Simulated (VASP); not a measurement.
# SnSe (rocksalt type) (Fm-3m) in VASP: relaxation of cell and atoms with PBE

Aim: the relaxation of cell and atoms of SnSe (rocksalt type) with PBE.

Everything below comes from runs of VASP 6.6.1. Logs are shortened: lines on timing, memory, paths and dates and some standing lists are left out, and cuts for length are marked.

### 1 The cell of the first run

Symmetry: Fm-3m, No. 225, cubic system. The conventional cell has a = 5.291 Å, b = 5.291 Å, c = 5.291 Å, α = 90.00°, β = 90.00°, γ = 90.00°. Sn (site symmetry m-3m) has 6 Se at 2.65 Å within 3.5 Å. Within 3.5 Å of Se (site symmetry m-3m) lie 6 Sn at 2.65 Å.

### 2 Relaxation of cell and atoms, PBE

The input, INCAR:

```
  PREC = Accurate
  ENCUT = 600
  EDIFF = 1E-6
  ISMEAR = -1
  SIGMA = 0.1
  LREAL = False
  LASPH = True
  NELM = 60
  ALGO = Normal
  ISIF = 3
  LWAVE = False
  LCHARG = False
  GGA = PE
  IBRION = 2
  NSW = 60
  EDIFFG = -0.005
```

The input, KPOINTS:

```
Automatic mesh
0
Gamma
  14 14 14
```

The input, POSCAR:

```
SnSe
1.0
    0.0000000000      2.6454205252      2.6454205252
    2.6454205252      0.0000000000      2.6454205252
    2.6454205252      2.6454205252      0.0000000000
Sn Se
1 1
Direct
    0.0000000000      0.0000000000      0.0000000000
    0.5000000000      0.5000000000      0.5000000000
```

Potentials or basis: VASP PAW PBE potentials, release 64 (Sn_d, Se).

The run is started by

```sh
$ cat potpaw_PBE.64/Sn_d/POTCAR potpaw_PBE.64/Se/POTCAR > POTCAR
$ mpirun -np 1 vasp_std > vasp.out
```

OUTCAR:

```text
PREC = Accurate
   ENCUT = 600
   EDIFF = 1E-6
   ISMEAR = -1
   LREAL = False
   LASPH = True
   NELM = 60
   ISIF = 3
   GGA = PE
   IBRION = 2
   NSW = 60
   EDIFFG = -0.005

 ion  position               nearest neighbor table
   1  0.000  0.000  0.000-   2 2.65   2 2.65   2 2.65   2 2.65   2 2.65   2 2.65
   2  0.500  0.500  0.500-   1 2.65   1 2.65   1 2.65   1 2.65   1 2.65   1 2.65

  LATTYP: Found a face centered cubic cell.
 ALAT       =     5.2908410504

  Lattice vectors:

 A1 = (   0.0000000000,   2.6454205252,   2.6454205252)
 A2 = (   2.6454205252,   0.0000000000,   2.6454205252)
 A3 = (   2.6454205252,   2.6454205252,   0.0000000000)

Analysis of symmetry for initial positions (statically):
=====================================================================
 Subroutine PRICEL returns:
 Original cell was already a primitive cell.

 Routine SETGRP: Setting up the symmetry group for a
 face centered cubic supercell.

 Subroutine GETGRP returns: Found 48 space group operations
[... 9 lines left out ...]

 Routine SETGRP: Setting up the symmetry group for a
 face centered cubic supercell.

 Subroutine GETGRP returns: Found 48 space group operations
[... 11 lines left out ...]
                                     Primitive cell

  volume of cell :      37.0266

  direct lattice vectors                    reciprocal lattice vectors
     0.000000000  2.645420525  2.645420525    -0.189005867  0.189005867  0.189005867
     2.645420525  0.000000000  2.645420525     0.189005867 -0.189005867  0.189005867
     2.645420525  2.645420525  0.000000000     0.189005867  0.189005867 -0.189005867

  length of vectors
     3.741189585  3.741189585  3.741189585     0.327367765  0.327367765  0.327367765

  position of ions in fractional coordinates (direct lattice)
     0.000000000  0.000000000  0.000000000
     0.500000000  0.500000000  0.500000000

  ion indices of the primitive-cell ions
   primitive index   ion index
                 1           1
                 2           2

----------------------------------------------------------------------------------------

 KPOINTS: Automatic mesh

Automatic generation of k-mesh.
 Grid dimensions read from file:
 generate k-points for:   14   14   14

 Generating k-lattice:

  Cartesian coordinates                     Fractional coordinates (reciprocal lattice)
    -0.013500419  0.013500419  0.013500419     0.071428571  0.000000000  0.000000000
     0.013500419 -0.013500419  0.013500419     0.000000000  0.071428571  0.000000000
     0.013500419  0.013500419 -0.013500419     0.000000000  0.000000000  0.071428571

  Length of vectors
     0.023383412  0.023383412  0.023383412

  Shift w.r.t. Gamma in fractional coordinates (k-lattice)
     0.000000000  0.000000000  0.000000000

 Subroutine IBZKPT returns following result:
 ===========================================

 Found    104 irreducible k-points:

 Following reciprocal coordinates:
            Coordinates               Weight
  0.000000  0.000000  0.000000      1.000000
  0.071429  0.000000  0.000000      8.000000
  0.142857  0.000000  0.000000      8.000000
  0.214286  0.000000  0.000000      8.000000
  0.285714  0.000000  0.000000      8.000000
  0.357143  0.000000  0.000000      8.000000
[... 16 lines left out ...]
  0.214286  0.142857  0.000000     24.000000
  0.285714  0.142857  0.000000     24.000000
 [... further k-points ...]
   k-points           NKPTS =    104   k-points in BZ     NKDIM =    104   number of bands    NBANDS=     14
   number of dos      NEDOS =    301   number of ions     NIONS =      2
   total plane-waves  NPLWV =  27000
   dimension x,y,z NGX =    30 NGY =   30 NGZ =   30
   dimension x,y,z NGXF=    60 NGYF=   60 NGZF=   60
   ions per type =               1   1
   NGX,Y,Z   is equivalent  to a cutoff of  13.33, 13.33, 13.33 a.u.
   NGXF,Y,Z  is equivalent  to a cutoff of  26.66, 26.66, 26.66 a.u.
 SYSTEM =  unknown system
   PREC   = accura    normal or accurate (medium, high low for compatibility)
   ISTART =      0    job   : 0-new  1-cont  2-samecut
   ICHARG =      2    charge: 1-file 2-atom 10-const
   ISPIN  =      1    spin polarized calculation?
   LNONCOLLINEAR =      F non collinear calculations
   LSORBIT =      F    spin-orbit coupling
   LASPH  =      T    aspherical Exc in radial PAW
   ENCUT  =  600.0 eV  44.10 Ry    6.64 a.u.   7.47  7.47  7.47*2*pi/ulx,y,z
   NELM   =     60;   NELMIN=  2; NELMDL= -5     # of ELM steps
   EDIFF  = 0.1E-05   stopping-criterion for ELM
   LREAL  =      F    real-space projection
   EDIFFG = -.5E-02   stopping-criterion for IOM
   NSW    =     60    number of steps for IOM
   IBRION =      2    ionic relax: 0-MD 1-quasi-New 2-CG
   NFREE  =      1    steps in history (QN), initial steepest desc. (CG)
   ISIF   =      3    stress and relaxation
   ISYM   =      2    0-nonsym 1-usesym 2-fastsym
   POTIM  = 0.5000    time-step for ionic-motion
   TEBEG  =    0.0;   TEEND  =   0.0 temperature during run
   PSTRESS=    0.0 pullay stress
   NELECT =      20.0000    total number of electrons
   NUPDOWN=      -1.0000    fix difference up-down
   EMIN   =  10.00;   EMAX   =-10.00  energy-range for DOS
   EFERMI =   0.00;   METHOD = LEGACY
   ISMEAR =    -1;   SIGMA  =   0.10  broadening in eV -4-tet -1-fermi 0-gaus
   EFERMI_NEDOS =   21; number of points for ismear=-14 and -15
   IALGO  =     38    algorithm
   IMIX   =      4    mixing-type and parameters
     AMIX     =   0.40;   BMIX     =  1.00
     AMIX_MAG =   1.60;   BMIX_MAG =  1.00
  volume/ion in A,a.u.               =      18.51       124.93
  Fermi-wavevector in a.u.,A,eV,Ry     =   1.333256  2.519488 24.185318  1.777571
  Thomas-Fermi vector in A             =   2.462128
   LORBIT       =      0    0 simple, 1 ext, 2 COOP (PROOUT), +10 PAW based schemes
   GGA     = PE    functional components
   LHFCALC =     F    Hartree Fock is set to
   AEXX    =    0.0000 exact exchange contribution
   IVDW    =     0    specifies the selected vdW correction
   LEPSILON=     F    determine dielectric tensor
   LRPA    =     F    only Hartree local field effects (RPA)
 conjugate gradient relaxation of ions
 non-spin polarized calculation
  energy-cutoff  :      600.00
  volume of cell :       37.03
 maximum number of plane-waves:      1259
 NGX is ok and might be reduce to    30
   NGX = 15   NGY = 15   NGZ = 15

--------------------------------------- Ionic step        1  -------------------------------------------

 number of electron      20.0000001 magnetization

 Free energy of the ion-electron system (eV)
  ---------------------------------------------------
  ext. energy  EPLUGINS =         0.00000000
  ---------------------------------------------------
  free energy    TOTEN  =        -6.29664355 eV

  energy without entropy =       -6.28361126  energy(sigma->0) =       -6.29012740

 E-fermi :  11.2027     XC(G=0): -11.4817

 val. band max:       11.1748041413   @ k =  -0.4286   0.1429   0.0714
 cond. band min:      11.2330482095   @ k =   0.5000   0.0714   0.0000
 fundamental gap:      0.0582440682
 Fermi energy:        11.2026788530

 k-point     1 :       0.0000    0.0000    0.0000
  band No.  band energies     occupation
      1     -11.1577      2.00000
      2     -11.1577      2.00000
      3     -11.1315      2.00000
      4     -11.1315      2.00000
      5     -11.1315      2.00000
      6      -6.4658      2.00000
      7       7.3341      2.00000
      8       7.3341      2.00000
      9       7.3341      2.00000
     10       7.5344      2.00000
     11      16.0661      0.00000
     12      16.0661      0.00000
     13      16.0661      0.00000
     14      16.6605      0.00000

 k-point     2 :       0.0714    0.0000    0.0000
  band No.  band energies     occupation
      1     -11.1594      2.00000
      2     -11.1594      2.00000
      3     -11.1313      2.00000
      4     -11.1292      2.00000
      5     -11.1292      2.00000
      6      -6.3993      2.00000
      7       6.1076      2.00000
      8       7.3441      2.00000
      9       7.3441      2.00000
     10       8.6625      2.00000
     11      15.3927      0.00000
     12      15.7988      0.00000
     13      15.7988      0.00000
     14      16.4949      0.00000

 k-point     3 :       0.1429    0.0000    0.0000
  band No.  band energies     occupation
      1     -11.1652      2.00000
      2     -11.1652      2.00000
      3     -11.1310      2.00000
      4     -11.1221      2.00000
      5     -11.1221      2.00000
      6      -6.2026      2.00000
      7       4.7592      2.00000
      8       7.3770      2.00000
      9       7.3770      2.00000
     10       9.6784      2.00000
     11      14.5755      0.00000
     12      14.8371      0.00000
     13      14.8371      0.00000
[... 888 lines left out ...]
  FORCE on cell =-STRESS in cart. coord.  units (eV):
  Direction    XX          YY          ZZ          XY          YZ          ZX
  --------------------------------------------------------------------------------------
  -------------------------------------------------------------------------------------
  Total       -0.0717993     -0.0717993     -0.0717993     -0.0000000     -0.0000000      0.0000000
  in kB       -2.0556319     -2.0556319     -2.0556319     -0.0000000     -0.0000000      0.0000000
  external PRESSURE =      -2.0556319 kB  Pullay stress =       0.0000000 kB

 VOLUME and BASIS-vectors are now :
 -----------------------------------------------------------------------------
  energy-cutoff  :      600.00
  volume of cell :       55.96
      direct lattice vectors                 reciprocal lattice vectors
     0.000000000  3.035883523  3.035883523    -0.164696701  0.164696701  0.164696701
     3.035883523  0.000000000  3.035883523     0.164696701 -0.164696701  0.164696701
     3.035883523  3.035883523  0.000000000     0.164696701  0.164696701 -0.164696701

 POSITION                                       TOTAL-FORCE (eV/Angst)
 -----------------------------------------------------------------------------------
      3.03588      0.00000      3.03588         0.000000     -0.000000     -0.000000
      3.03588      3.03588      3.03588        -0.000000      0.000000      0.000000
 -----------------------------------------------------------------------------------
    total drift:                                0.000000      0.000000      0.000000

  FREE ENERGIE OF THE ION-ELECTRON SYSTEM (eV)
  ---------------------------------------------------
  free  energy   TOTEN  =        -8.2121066053 eV

  energy  without entropy=       -8.2081912051  energy(sigma->0) =       -8.21014891

--------------------------------------- Ionic step        5  -------------------------------------------

 number of electron      19.9999988 magnetization

 Free energy of the ion-electron system (eV)
  ---------------------------------------------------
  ext. energy  EPLUGINS =         0.00000000
  ---------------------------------------------------
  free energy    TOTEN  =        -8.21227173 eV

  energy without entropy =       -8.20827301  energy(sigma->0) =       -8.21027237

 E-fermi :   5.5386     XC(G=0):  -9.5017

 val. band max:        5.3714312164   @ k =   0.5000   0.0000   0.0000
 cond. band min:       5.6800191549   @ k =  -0.4286   0.0714   0.0000
 fundamental gap:      0.3085879385
 Fermi energy:         5.5385769108

 k-point     1 :       0.0000    0.0000    0.0000
  band No.  band energies     occupation
      1     -16.2526      2.00000
      2     -16.2526      2.00000
      3     -16.2526      2.00000
      4     -16.2494      2.00000
      5     -16.2494      2.00000
      6      -8.3627      2.00000
      7       0.2283      2.00000
      8       3.2331      2.00000
      9       3.2331      2.00000
     10       3.2331      2.00000
     11       9.5974      0.00000
     12       9.5974      0.00000
     13       9.5974      0.00000
     14      11.2511      0.00000

 k-point     2 :       0.0714    0.0000    0.0000
  band No.  band energies     occupation
      1     -16.2525      2.00000
      2     -16.2522      2.00000
      3     -16.2522      2.00000
      4     -16.2495      2.00000
      5     -16.2495      2.00000
      6      -8.3280      2.00000
      7       0.0336      2.00000
      8       3.2392      2.00000
      9       3.2392      2.00000
     10       3.3900      2.00000
     11       9.2638      0.00000
     12       9.3281      0.00000
     13       9.3281      0.00000
     14      11.2385      0.00000

 k-point     3 :       0.1429    0.0000    0.0000
  band No.  band energies     occupation
      1     -16.2521      2.00000
      2     -16.2520      2.00000
      3     -16.2520      2.00000
      4     -16.2491      2.00000
      5     -16.2491      2.00000
      6      -8.2269      2.00000
      7      -0.4416      2.00000
      8       3.2589      2.00000
      9       3.2589      2.00000
     10       3.7541      2.00000
     11       8.5663      0.00000
     12       8.7390      0.00000
     13       8.7390      0.00000
[... 365 lines left out ...]
  --------------------------------------------------------------------------------------
  -------------------------------------------------------------------------------------
  Total       -0.0040626     -0.0040626     -0.0040626      0.0000000      0.0000000      0.0000000
  in kB       -0.1168661     -0.1168661     -0.1168661      0.0000000      0.0000000      0.0000000
  external PRESSURE =      -0.1168661 kB  Pullay stress =       0.0000000 kB

 VOLUME and BASIS-vectors are now :
 -----------------------------------------------------------------------------
  energy-cutoff  :      600.00
  volume of cell :       55.70
      direct lattice vectors                 reciprocal lattice vectors
     0.000000000  3.031090055  3.031090055    -0.164957158  0.164957158  0.164957158
     3.031090055 -0.000000000  3.031090055     0.164957158 -0.164957158  0.164957158
     3.031090055  3.031090055  0.000000000     0.164957158  0.164957158 -0.164957158

 POSITION                                       TOTAL-FORCE (eV/Angst)
 -----------------------------------------------------------------------------------
      0.00000      3.03109      3.03109         0.000000     -0.000000      0.000000
      3.03109      3.03109      3.03109         0.000000      0.000000     -0.000000
 -----------------------------------------------------------------------------------
    total drift:                                0.000000      0.000000      0.000000

  FREE ENERGIE OF THE ION-ELECTRON SYSTEM (eV)
  ---------------------------------------------------
  free  energy   TOTEN  =        -8.2122717279 eV

  energy  without entropy=       -8.2082730128  energy(sigma->0) =       -8.21027237

 reached required accuracy - stopping structural energy minimisation
```

It took 7.6 min on 1 thread of Intel Xeon 8259CL, shared host; peak memory 0.23 GiB.

Results:

```yaml
Free_energy: -8.2123 eV
Relaxed_volume: 27.85 Å³/atom
Relaxed_cell: a = 4.287 Å, b = 4.287 Å, c = 4.287 Å, α = 60.00°, β = 60.00°, γ = 60.00°
Space_group_after_relaxing_to_0.05_Å: Fm-3m (No. 225)
Energy_gained_by_relaxing: 957.8 meV/atom
Ionic_steps: 5
Pressure_after_relaxing: 0.0 GPa
Band_gap_on_the_k_mesh: 0.31 eV, indirect (least direct gap 0.33 eV)
```

Step by step:
```tsv
step	energy change (eV)	largest force (eV/Å)	pressure (GPa)	volume (Å³)
1	0.0000	0.0000	47.42	37.03
2	-1.3271	0.0000	-7.63	74.83
3	-1.9155	0.0000	0.15	55.54
4	-1.9155	0.0000	-0.21	55.96
5	-1.9156	0.0000	-0.01	55.70
```

Final structure:
```
Sn Se
1.0
     0.00000    3.03109    3.03109
     3.03109    0.00000    3.03109
     3.03109    3.03109    0.00000
Sn Se
1 1
Direct
  0.00000 0.00000 0.00000
  0.50000 0.50000 0.50000
```

Caveat: the volume moved by over 15 % at a fixed basis, so the end points are rough; spin-orbit coupling is left out, which moves the levels of the heavy elements. A k mesh can miss the band edges.
